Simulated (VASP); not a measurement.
Here is a VASP 6.6.1 calculation.

Contents of INCAR:

```
ALGO = Normal ; EDIFF = 1E-6
ENCUT = 520 ; GGA = PE
ISIF = 2 ; ISMEAR = -1
LASPH = True ; LCHARG = True
LELF = True ; LREAL = False
LVHAR = True ; LWAVE = False
NBANDS = 17 ; NELM = 80
PREC = Accurate ; SIGMA = 0.05
```

KPOINTS

```
k-points
0
Gamma
  8 8 8
```

File POSCAR:

```
PbS
1.0
    3.6536590000      0.0000000000      0.0000000000
    0.0000000000      3.6536590000      0.0000000000
    0.0000000000      0.0000000000      3.6536590000
Pb S
1 1
Direct
    0.0000000000      0.0000000000      0.0000000000
    0.5000000000      0.5000000000      0.5000000000
```

Potentials or basis: VASP PAW PBE potentials, release 64 (Pb_d, S).

Launch:

```console
$ cat potpaw_PBE.64/Pb_d/POTCAR potpaw_PBE.64/S/POTCAR > POTCAR
$ mpirun -np 1 vasp_std > vasp.out
```

Estimate the band gap on the k mesh.

zero (bands 10 and 11 overlap by 0.40 eV).

Estimate the pressure.

-0.2 GPa.

Caveat: semilocal functionals underestimate gaps, so a narrow gap can read as zero; spin-orbit coupling is left out, which moves the levels of the heavy elements.
